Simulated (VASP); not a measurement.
# MgS (P6_3mc) in VASP: a series of runs, part 2 of 2

VASP 6.6.1.

## 3. Relaxation of cell and atoms, r2SCAN, target pressure 20 GPa, at which the enthalpy is minimised

File POSCAR:

```
MgS
1.0
    4.0346220000      0.0000000000      0.0000000000
   -2.0173110000      3.4940851467      0.0000000000
    0.0000000000      0.0000000000      6.4322940000
Mg S
2 2
Direct
    0.6666666667      0.3333333333      0.4957550000
    0.3333333333      0.6666666667      0.9957550000
    0.3333333333      0.6666666667      0.3792440000
    0.6666666667      0.3333333333      0.8792440000
```

File INCAR.step1:

```
  PREC = Accurate
  ENCUT = 600
  ISMEAR = 1
  SIGMA = 0.01
  LREAL = F
  LASPH = T
  NELM = 60
  GGA = PE
  ALGO = Normal
  EDIFF = 1E-4
  LWAVE = T
  LCHARG = F
```

File INCAR.step2:

```
  PREC = Accurate
  ENCUT = 600
  EDIFF = 1E-6
  ISMEAR = 1
  SIGMA = 0.01
  LREAL = F
  LASPH = T
  NELM = 60
  ALGO = Normal
  ISIF = 3
  LWAVE = F
  LCHARG = F
  METAGGA = R2SCAN
  LMIXTAU = T
  IBRION = 2
  NSW = 60
  EDIFFG = -0.01
  PSTRESS = 200.0
  ISTART = 1
```

File KPOINTS:

```
Automatic mesh
0
Gamma
  6 6 4
```

Potentials or basis: VASP PAW PBE potentials, release 64 (Mg, S).

Started as:

```console
$ cat potpaw_PBE.64/Mg/POTCAR potpaw_PBE.64/S/POTCAR > POTCAR
$ cp INCAR.step1 INCAR
$ mpirun -np 1 vasp_std > vasp.out
$ cp INCAR.step2 INCAR
$ mpirun -np 1 vasp_std > vasp.out
```

OUTCAR:

```text
PREC = Accurate
   ENCUT = 600
   EDIFF = 1E-6
   ISMEAR = 1
   LREAL = F
   LASPH = T
   NELM = 60
   ISIF = 3
   METAGGA = R2SCAN
   IBRION = 2
   NSW = 60
   EDIFFG = -0.01
   PSTRESS = 200.0
   ISTART = 1

 ion  position               nearest neighbor table
   1  0.667  0.333  0.496-   3 2.45   3 2.45   3 2.45   4 2.47
   2  0.333  0.667  0.996-   4 2.45   4 2.45   4 2.45   3 2.47
   3  0.333  0.667  0.379-   1 2.45   1 2.45   1 2.45   2 2.47
   4  0.667  0.333  0.879-   2 2.45   2 2.45   2 2.45   1 2.47

  LATTYP: Found a hexagonal cell.
 ALAT       =     4.0346220000
 C/A-ratio  =     1.5942742591

  Lattice vectors:

 A1 = (   4.0346220000,   0.0000000000,   0.0000000000)
 A2 = (  -2.0173110000,   3.4940851467,   0.0000000000)
 A3 = (   0.0000000000,   0.0000000000,   6.4322940000)

Analysis of symmetry for initial positions (statically):
=====================================================================
 Subroutine PRICEL returns:
 Original cell was already a primitive cell.

 Routine SETGRP: Setting up the symmetry group for a
 hexagonal supercell.

 Subroutine GETGRP returns: Found 12 space group operations
 (whereof  6 operations were pure point group operations)
 out of a pool of 24 trial point group operations.

The static configuration has the point symmetry C_3v.
 The point group associated with its full space group is C_6v.

Analysis of symmetry for dynamics (positions and initial velocities):
=====================================================================
 Subroutine PRICEL returns:
 Original cell was already a primitive cell.

 Routine SETGRP: Setting up the symmetry group for a
 hexagonal supercell.

 Subroutine GETGRP returns: Found 12 space group operations
 (whereof  6 operations were pure point group operations)
 out of a pool of 24 trial point group operations.

The dynamic configuration has the point symmetry C_3v.
 The point group associated with its full space group is C_6v.

 Subroutine INISYM returns: Found 12 space group operations
 (whereof  6 operations are pure point group operations),
 and found     1 'primitive' translations

[... 103 lines left out ...]
   TEBEG  =    0.0;   TEEND  =   0.0 temperature during run
   PSTRESS=  200.0 pullay stress
   NELECT =      16.0000    total number of electrons
   NUPDOWN=      -1.0000    fix difference up-down
   EMIN   =  10.00;   EMAX   =-10.00  energy-range for DOS
   EFERMI =   0.00;   METHOD = LEGACY
   ISMEAR =     1;   SIGMA  =   0.01  broadening in eV -4-tet -1-fermi 0-gaus
   EFERMI_NEDOS =   21; number of points for ismear=-14 and -15
   IALGO  =     38    algorithm
   IMIX   =      4    mixing-type and parameters
     AMIX     =   0.40;   BMIX     =  1.00
     AMIX_MAG =   1.60;   BMIX_MAG =  1.00
  volume/ion in A,a.u.               =      22.67       152.98
  Fermi-wavevector in a.u.,A,eV,Ry     =   0.918221  1.735187 11.471488  0.843131
  Thomas-Fermi vector in A             =   2.043279
   LORBIT       =      0    0 simple, 1 ext, 2 COOP (PROOUT), +10 PAW based schemes
   METAGGA = R2SCAN    functional components
   LHFCALC =     F    Hartree Fock is set to
   AEXX    =    0.0000 exact exchange contribution
   IVDW    =     0    specifies the selected vdW correction
   LEPSILON=     F    determine dielectric tensor
   LRPA    =     F    only Hartree local field effects (RPA)
 conjugate gradient relaxation of ions
 non-spin polarized calculation
 Methfessel and Paxton  Order N= 1 SIGMA  =   0.01
  energy-cutoff  :      600.00
  volume of cell :       90.68
 maximum number of plane-waves:      3054
   NGX = 17   NGY = 17   NGZ = 25

--------------------------------------- Ionic step        1  -------------------------------------------

 number of electron      15.9999998 magnetization

 Free energy of the ion-electron system (eV)
  ---------------------------------------------------
  ext. energy  EPLUGINS =         0.00000000
  ---------------------------------------------------
  free energy    TOTEN  =       -30.93613177 eV

  energy without entropy =      -30.93613580  energy(sigma->0) =      -30.93613311

 E-fermi :   0.9172     XC(G=0):  -8.7720

 val. band max:        0.9087862862   @ k =   0.0000   0.0000   0.0000
 cond. band min:       5.0120150748   @ k =   0.0000   0.0000   0.0000
 fundamental gap:      4.1032287887
 Fermi energy:         0.9172051084
[... 739 lines left out ...]
 k-point    21 :       0.3333    0.3333    0.5000
  band No.  band energies     occupation
      1      -8.3947      2.00000
      2      -8.3947      2.00000
      3      -1.0578      2.00000
      4      -1.0578      2.00000
      5       0.4313      2.00000
      6       0.4313      2.00000
      7       3.6080      2.00000
      8       3.6080      2.00000
      9      10.8982      0.00000
     10      10.8982      0.00000
     11      11.2610      0.00000
     12      11.2610      0.00000

[... ionic steps 4 to 33 ...]

--------------------------------------- Ionic step       34  -------------------------------------------

 number of electron      15.9999999 magnetization

------------------------ aborting loop because EDIFF is reached ----------------------------------------
[... 75 lines left out ...]
--------------------------------------- Ionic step       36  -------------------------------------------

 number of electron      15.9999999 magnetization

 Free energy of the ion-electron system (eV)
  ---------------------------------------------------
  ext. energy  EPLUGINS =         0.00000000
  ---------------------------------------------------
  free energy    TOTEN  =       -30.02197229 eV

  energy without entropy =      -30.02197632  energy(sigma->0) =      -30.02197364

 E-fermi :   3.9533     XC(G=0):  -9.9868

 val. band max:        3.9448367546   @ k =   0.0000   0.0000   0.0000
 cond. band min:       7.6246746781   @ k =   0.5000   0.0000   0.0000
 fundamental gap:      3.6798379235
 Fermi energy:         3.9532555769
[... 348 lines left out ...]
  energy  without entropy=      -30.0219763197  energy(sigma->0) =      -30.02197364

  enthalpy is  TOTEN    =       -21.4597057887 eV   P V=        8.5622665046

 reached required accuracy - stopping structural energy minimisation
```

OSZICAR.step1:

```text
N       E                     dE             d eps       ncg     rms          rms(c)
DAV:   1     0.762166016721E+02    0.76217E+02   -0.66242E+03   504   0.121E+03
DAV:   2    -0.114132778782E+02   -0.87630E+02   -0.81462E+02   772   0.172E+02
DAV:   3    -0.178971830570E+02   -0.64839E+01   -0.64615E+01   656   0.541E+01
DAV:   4    -0.179907614668E+02   -0.93578E-01   -0.93531E-01   608   0.806E+00
DAV:   5    -0.179926864150E+02   -0.19249E-02   -0.19288E-02   648   0.115E+00    0.572E+00
DAV:   6    -0.170281573700E+02    0.96453E+00   -0.20705E+00   532   0.752E+00    0.460E+00
DAV:   7    -0.169588560990E+02    0.69301E-01   -0.41263E-01   620   0.346E+00    0.326E+00
DAV:   8    -0.169762846114E+02   -0.17429E-01   -0.28720E-02   524   0.149E+00    0.115E+00
DAV:   9    -0.169751576492E+02    0.11270E-02   -0.17674E-03   632   0.334E-01    0.243E-01
DAV:  10    -0.169760369135E+02   -0.87926E-03   -0.13702E-03   536   0.252E-01    0.484E-02
DAV:  11    -0.169760455424E+02   -0.86289E-05   -0.75614E-05   452   0.567E-02
   1 F= -.16976046E+02 E0= -.16976047E+02  d E =0.402632E-05
```

Run time: 33 min. Hardware: 1 thread of Intel Xeon 8259CL, shared host; peak memory 0.28 GiB.

Results:

| Item | Value |
| --- | --- |
| Free energy | -30.0220 eV |
| Relaxed volume | 17.15 Å³/atom |
| Relaxed cell | a = 4.015 Å, b = 4.015 Å, c = 4.912 Å, α = 90.00°, β = 90.00°, γ = 120.00° |
| Space group after relaxing (to 0.1 Å) | P6_3/mmc (No. 194) |
| Energy change on relaxing (the run minimises the enthalpy) | +228.5 meV/atom |
| Ionic steps | 36 |
| Pressure after relaxing | 20.0 GPa |
| Band gap on the k mesh | 3.68 eV (least direct gap 4.00 eV) |

Step by step:
```tsv
step	energy change (eV)	largest force (eV/Å)	pressure (GPa)	volume (Å³)
1	0.0000	0.0552	-0.25	90.68
2	4.5442	0.1823	65.41	58.03
3	0.8162	0.0047	18.70	73.68
4	0.8873	0.0083	19.75	73.08
5	0.9281	0.0103	20.35	72.76
6	0.8796	0.1090	19.63	73.13
7	0.8876	0.0924	19.77	73.07
8	0.8901	0.0951	19.77	73.03
9	0.8985	0.1116	19.83	72.92
10	0.9168	0.1771	19.87	72.66
11	0.9499	0.4215	19.66	72.03
12	0.9821	1.1217	19.26	70.27
13	4.6310	5.1629	48.28	64.64
14	1.2530	2.0030	21.39	70.07
15	1.6196	1.9218	25.58	67.69
16	1.3759	2.2838	22.61	69.02
17	1.4674	2.2289	23.76	68.38
18	1.4951	2.1943	24.10	68.23
19	1.4427	2.0732	23.67	68.32
20	1.2991	1.7403	22.46	68.58
21	1.0677	1.1870	20.38	69.10
22	0.7792	0.4475	17.34	70.10
23	0.7174	0.2766	16.54	70.46
24	0.6966	0.2159	16.24	70.61
25	0.7497	0.1980	17.20	70.08
26	0.8693	0.1610	19.22	69.01
27	1.1511	0.0785	23.69	66.88
28	0.9312	0.1427	20.23	68.49
29	0.9296	0.1273	20.21	68.50
30	0.9257	0.0770	20.16	68.51
31	0.9227	0.0310	20.10	68.53
32	0.9232	0.0206	20.12	68.52
33	0.9231	0.0158	20.12	68.52
34	0.9149	0.0094	20.00	68.59
35	0.9090	0.0048	19.90	68.63
36	0.9142	0.0014	19.98	68.59
```

Final structure:
```xyz
4
Lattice="4.0153 0.0000 0.0000 -2.0077 3.4774 0.0000 0.0000 0.0000 4.9125" Properties=species:S:1:pos:R:3 pbc="T T T"
Mg    2.0077    1.1591    2.1494
Mg    0.0000    2.3182    4.6057
S     0.0000    2.3182    2.1490
S     2.0077    1.1591    4.6053
```

Caveat: the cell is relaxed towards a set pressure, so the run minimises the enthalpy, not the energy; the volume moved by over 15 % at a fixed basis, so the end points are rough; the PAW data sets were made with another functional, which shifts forces and pressure a little. A k mesh can miss the band edges.
